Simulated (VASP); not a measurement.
# MnS in VASP: further runs, part 2 of 2

VASP 6.6.1. Earlier steps stand in the parts before.

## Step 4: Single point, r2SCAN, collinear spin, ferromagnetic start

This run uses another cell than the first one, of 17.67 Å³/atom, 1.064 times its volume.

Input file POSCAR:

```
MnS
1.0
    0.0000000000      2.6045000000      2.6045000000
    2.6045000000      0.0000000000      2.6045000000
    2.6045000000      2.6045000000      0.0000000000
Mn S
1 1
Direct
    0.0000000000      0.0000000000      0.0000000000
    0.5000000000      0.5000000000      0.5000000000
```

Input file INCAR.step1:

```
PREC     = Accurate       # precision mode
ENCUT    = 520            # plane-wave cutoff, eV
ISMEAR   = 0              # smearing method
SIGMA    = 0.05           # smearing width, eV
LREAL    = F              # projectors in reciprocal space
LASPH    = T              # aspherical terms in the spheres
NELM     = 150            # most SCF steps
ISPIN    = 2              # spin polarisation
MAGMOM   = 4.2 0.15       # initial moments
LMAXMIX  = 4              # l up to which the mixer works
NBANDS   = 20             # bands
GGA      = PE             # functional
ALGO     = Normal         # electronic algorithm
EDIFF    = 1E-4           # SCF threshold, eV
LWAVE    = T              # write WAVECAR
LCHARG   = F              # write CHGCAR
```

Input file INCAR.step2:

```
PREC     = Accurate       # precision mode
ENCUT    = 520            # plane-wave cutoff, eV
EDIFF    = 1E-7           # SCF threshold, eV
ISMEAR   = 0              # smearing method
SIGMA    = 0.05           # smearing width, eV
LREAL    = F              # projectors in reciprocal space
LASPH    = T              # aspherical terms in the spheres
NELM     = 150            # most SCF steps
ALGO     = Normal         # electronic algorithm
ISIF     = 2              # what is computed and relaxed
LWAVE    = F              # write WAVECAR
LCHARG   = F              # write CHGCAR
ISPIN    = 2              # spin polarisation
MAGMOM   = 4.2 0.15       # initial moments
LORBIT   = 11             # projections on sites
LMAXMIX  = 4              # l up to which the mixer works
METAGGA  = R2SCAN         # meta-GGA
LMIXTAU  = T            
NBANDS   = 20             # bands
ISTART   = 1
```

Input file KPOINTS:

```
Automatic mesh
0
Gamma
  10 10 10
```

Potentials or basis: VASP PAW PBE potentials, release 64 (Mn_pv, S).

The run is started by

```sh
$ cat potpaw_PBE.64/Mn_pv/POTCAR potpaw_PBE.64/S/POTCAR > POTCAR
$ cp INCAR.step1 INCAR
$ mpirun -np 1 vasp_std > vasp.out
$ cp INCAR.step2 INCAR
$ mpirun -np 1 vasp_std > vasp.out
```

OUTCAR:

```text
PREC = Accurate
   ENCUT = 520
   EDIFF = 1E-7
   ISMEAR = 0
   LREAL = F
   LASPH = T
   NELM = 150
   ISIF = 2
   ISPIN = 2
   LORBIT = 11
   METAGGA = R2SCAN
   ISTART = 1

 ion  position               nearest neighbor table
   1  0.000  0.000  0.000-   2 2.60   2 2.60   2 2.60   2 2.60   2 2.60   2 2.60
   2  0.500  0.500  0.500-   1 2.60   1 2.60   1 2.60   1 2.60   1 2.60   1 2.60

  LATTYP: Found a face centered cubic cell.
 ALAT       =     5.2090000000

  Lattice vectors:

 A1 = (   0.0000000000,   2.6045000000,   2.6045000000)
 A2 = (   2.6045000000,   0.0000000000,   2.6045000000)
 A3 = (   2.6045000000,   2.6045000000,   0.0000000000)

Analysis of symmetry for initial positions (statically):
=====================================================================
 Subroutine PRICEL returns:
 Original cell was already a primitive cell.

 Routine SETGRP: Setting up the symmetry group for a
 face centered cubic supercell.

 Subroutine GETGRP returns: Found 48 space group operations
 (whereof 48 operations were pure point group operations)
 out of a pool of 48 trial point group operations.

The static configuration has the point symmetry O_h .

Analysis of symmetry for dynamics (positions and initial velocities):
=====================================================================
 Subroutine PRICEL returns:
 Original cell was already a primitive cell.

 Routine SETGRP: Setting up the symmetry group for a
 face centered cubic supercell.

 Subroutine GETGRP returns: Found 48 space group operations
 (whereof 48 operations were pure point group operations)
 out of a pool of 48 trial point group operations.

The dynamic configuration has the point symmetry O_h .

Analysis of structural, dynamic, and magnetic symmetry:
=====================================================================
 Subroutine PRICEL returns:
[... 150 lines left out ...]
  ---------------------------------------------------
  ext. energy  EPLUGINS =         0.00000000
  ---------------------------------------------------
  free energy    TOTEN  =       -24.87566928 eV

  energy without entropy =      -24.87540089  energy(sigma->0) =      -24.87553509

 E-fermi :   6.6439     XC(G=0): -11.2145

 val. band max:        6.5995092514   @ k =  -0.4000   0.1000   0.0000
 cond. band min:       6.6696158695   @ k =   0.5000   0.0000   0.0000
 fundamental gap:      0.0701066180
 Fermi energy:         6.6439305434

 spin component 1

 k-point     1 :       0.0000    0.0000    0.0000
  band No.  band energies     occupation
      1     -46.6209      1.00000
      2     -46.6209      1.00000
      3     -46.6208      1.00000
      4      -8.6023      1.00000
      5       2.5884      1.00000
      6       2.5884      1.00000
[... 541 lines left out ...]
     19      22.8276      0.00000
     20      23.3434      0.00000

 [... further k-points ...]

 spin component 2

 k-point     1 :       0.0000    0.0000    0.0000
  band No.  band energies     occupation
      1     -40.3655      1.00000
      2     -40.3655      1.00000
      3     -40.3654      1.00000
      4      -8.2419      1.00000
      5       4.9318      1.00000
      6       4.9318      1.00000
[... 541 lines left out ...]
     19      24.1592      0.00000
     20      24.6856      0.00000

 [... further k-points ...]

------------------------ aborting loop because EDIFF is reached ----------------------------------------

  FORCE on cell =-STRESS in cart. coord.  units (eV):
  Direction    XX          YY          ZZ          XY          YZ          ZX
  --------------------------------------------------------------------------------------
  -------------------------------------------------------------------------------------
  Total        0.1115508      0.1115508      0.1115508      0.0000000      0.0000000      0.0000000
  in kB        5.0580177      5.0580177      5.0580177      0.0000000      0.0000000      0.0000000
  external PRESSURE =       5.0580177 kB  Pullay stress =       0.0000000 kB

 VOLUME and BASIS-vectors are now :
 -----------------------------------------------------------------------------
  energy-cutoff  :      520.00
  volume of cell :       35.33
      direct lattice vectors                 reciprocal lattice vectors
     0.000000000  2.604500000  2.604500000    -0.191975427  0.191975427  0.191975427
     2.604500000  0.000000000  2.604500000     0.191975427 -0.191975427  0.191975427
     2.604500000  2.604500000  0.000000000     0.191975427  0.191975427 -0.191975427

 POSITION                                       TOTAL-FORCE (eV/Angst)
 -----------------------------------------------------------------------------------
      0.00000      0.00000      0.00000         0.000000      0.000000      0.000000
      2.60450      2.60450      2.60450        -0.000000     -0.000000     -0.000000
 -----------------------------------------------------------------------------------
    total drift:                               -0.000000      0.000000      0.000000

  FREE ENERGIE OF THE ION-ELECTRON SYSTEM (eV)
  ---------------------------------------------------
  free  energy   TOTEN  =       -24.8756692849 eV

  energy  without entropy=      -24.8754008924  energy(sigma->0) =      -24.87553509

 total charge

# of ion       s       p       d       tot
------------------------------------------
    1        0.219   6.161   4.898  11.278
    2        1.310   2.479   0.000   3.789
--------------------------------------------------
tot          1.529   8.641   4.898  15.068

 magnetization (x)

# of ion       s       p       d       tot
------------------------------------------
    1        0.051   0.037   4.409   4.497
    2        0.030   0.109   0.000   0.139
--------------------------------------------------
tot          0.080   0.147   4.409   4.636
```

OUTCAR.step1:

```text
PREC = Accurate
   ENCUT = 520
   ISMEAR = 0
   LREAL = F
   LASPH = T
[... 1345 lines left out ...]
 -----------------------------------------------------------------------------------
      0.00000      0.00000      0.00000        -0.000000      0.000000     -0.000000
      2.60450      2.60450      2.60450         0.000000     -0.000000      0.000000
 -----------------------------------------------------------------------------------
    total drift:                               -0.000000      0.000000      0.000000

  FREE ENERGIE OF THE ION-ELECTRON SYSTEM (eV)
  ---------------------------------------------------
  free  energy   TOTEN  =       -14.0662598427 eV

  energy  without entropy=      -14.0654916665  energy(sigma->0) =      -14.06587575
```

It used 450 s of CPU time on 1 thread of AMD EPYC 7R13 Processor (Zen 3), on a shared host.

What came out:

| Quantity | Value |
| --- | --- |
| Free energy | -24.8757 eV |
| Pressure | 0.5 GPa |
| Band gap on the k mesh | zero (filled and empty bands overlap) |
| Net moment | 4.98 μB per cell |
| Site moments | Mn +4.50; S +0.14 μB |
| Valence electrons inside the program's atomic spheres | Mn 11.28; S 3.79 |

Caveat: the PAW data sets were made with another functional, which shifts forces and pressure a little; a cell with one magnetic atom can't hold antiferromagnetic order, which such compounds often take; semilocal functionals often make such compounds metallic where correlation or magnetic order opens a gap, which also shifts bond lengths.

## Step 5: Single point, PBEsol, collinear spin, ferromagnetic start

This run uses another cell than the first one, of 17.67 Å³/atom, 1.064 times its volume.

Input file INCAR:

```
SYSTEM = MnS
PREC = Accurate
ENCUT = 520
EDIFF = 1E-7
ISMEAR = 0
SIGMA = 0.05
LREAL = .FALSE.
LASPH = .TRUE.
NELM = 150
ALGO = Normal
ISIF = 2
LWAVE = .FALSE.
LCHARG = .TRUE.
ISPIN = 2
MAGMOM = 4.2 0.15
LORBIT = 11
LMAXMIX = 4
GGA = PS
LELF = .TRUE.
LVHAR = .TRUE.
NBANDS = 20
```

Input file KPOINTS:

```
Automatic mesh
0
G
  10 10 10
  0 0 0
```

POSCAR: that of step 4 with these lines changed.

```diff
@@ -8,3 +8,3 @@
 Direct
-    0.0000000000      0.0000000000      0.0000000000
+    0.0095987714     -0.0095987714      0.0095987714
     0.5000000000      0.5000000000      0.5000000000
```

The run is started by

```sh
$ cat potpaw_PBE.64/Mn_pv/POTCAR potpaw_PBE.64/S/POTCAR > POTCAR
$ mpirun -np 1 vasp_std > vasp.out
```

It used 220 s of CPU time on 1 thread of AMD EPYC 7R13 Processor (Zen 3), with other jobs on the host.

Results (log left out):

```yaml
Free_energy: -14.8504 eV
Pressure: -6.7 GPa
Largest_force: 0.117 eV/Å
Net_moment: 4.72 μB per cell
Site_moments: Mn +4.25; S +0.11 μB
Valence_electrons_inside_the_program's_atomic_spheres: Mn 11.31; S 3.69
```

Forces in eV/Å, atoms in the order of the input:
```
Mn   0.000 -0.117  0.000
S    0.000  0.117  0.000
```

Stress tensor (GPa, compression positive):
```
-6.78  0.00  0.00
 0.00 -6.52  0.00
 0.00  0.00 -6.78
```

Levels at points of the mesh, in eV from the Fermi level:
Spin up:
```tsv
k point	band 10	band 11	band 12	band 13	band 14	band 15
(0.00, 0.00, 0.00)	-1.81	-1.81	-1.79	1.66	8.58	8.58
(0.50, 0.00, 0.00)	-2.43	0.45	0.46	2.75	5.35	5.36
(0.50, 0.50, 0.00)	-2.67	-2.67	-2.19	0.82	5.41	10.09
(0.50, 0.00, 0.50)	-2.67	-2.67	-2.20	0.82	5.42	10.10
```
Spin down:
```csv
k point,band 4,band 5,band 6,band 7,band 8,band 9,band 10,band 11
"(0.00, 0.00, 0.00)",-14.20,-1.59,-1.57,-1.57,0.32,0.33,0.33,0.39
"(0.50, 0.00, 0.00)",-12.91,-6.34,-3.28,-3.28,1.29,1.29,1.47,3.12
"(0.50, 0.50, 0.00)",-12.75,-5.51,-3.11,-3.10,-0.80,0.83,1.53,1.53
"(0.50, 0.00, 0.50)",-12.75,-5.51,-3.10,-3.10,-0.81,0.82,1.53,1.53
```

Caveat: the PAW data sets were made with another functional, which shifts forces and pressure a little; a cell with one magnetic atom can't hold antiferromagnetic order, which such compounds often take; semilocal functionals often make such compounds metallic where correlation or magnetic order opens a gap, which also shifts bond lengths.

## Step 6: Summary

| level | cell | gap on the mesh (eV) | pressure (GPa) | moment (μB) |
| --- | --- | --- | --- | --- |
| PBEsol | a = 3.608 Å, angles 60.0°, 2 atoms | none | -5.2 | 4.46 |
| PBEsol | a = 3.683 Å, angles 60.0°, 2 atoms | none | -6.7 | 4.72 |
| r2SCAN | a = 3.683 Å, angles 60.0°, 2 atoms | none | 0.5 | 4.98 |

Some of these runs hold the atoms at other places in the same cell, which the table doesn't show; runs alike in all that it shows share one row.

Alike in all rows: task single point; potentials or basis VASP PAW PBE potentials, release 64 (Mn_pv, S); spin collinear, ferromagnetic start; k mesh 10 × 10 × 10; cutoff (eV) 520; smearing gaussian 0.05 eV.

Caveats: the PAW data sets were made with another functional, which shifts forces and pressure a little; a cell with one magnetic atom can't hold antiferromagnetic order, which such compounds often take; semilocal functionals often make such compounds metallic where correlation or magnetic order opens a gap, which also shifts bond lengths.

Absolute energies hang on the potentials; compare differences alone.
